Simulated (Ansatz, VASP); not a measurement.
**One calculation of BaZrO3, two programs**

```
Ba Zr O
1.0
     4.12125    0.00000    0.00000
     0.00000    4.12125    0.00000
     0.00000    0.00000    4.12125
Ba Zr O
1 1 3
Direct
  0.00000 0.00000 0.00000
  0.50000 0.50000 0.50000
  0.50000 0.50000 0.00000
  0.50000 0.00000 0.50000
  0.00000 0.50000 0.50000
```

Change from the starting cell: hydrostatic strain -2.0%.

Alike in both runs: task single point; functional PBE; k mesh 6 × 6 × 6; occupations fermi-dirac, width 0.02 eV; no spin polarisation.

|  | VASP | Ansatz |
| --- | --- | --- |
| version | VASP 6.6.1 | Ansatz 0.2.0 |
| potentials or method | VASP PAW PBE potentials, release 64 (Ba_sv, Zr_sv, O) | plane waves, PAW |
| plane-wave cutoff (eV) | 520 | 420 |
| valence electrons in the cell | 40 | 40 |

```tsv
	VASP	Ansatz	Ansatz less VASP
gap on the k mesh at the Fermi level (eV)	3.30	3.35	+0.058
pressure (GPa)	14.8	13.5	-1.30
```

Neither program's run includes spin-orbit coupling.
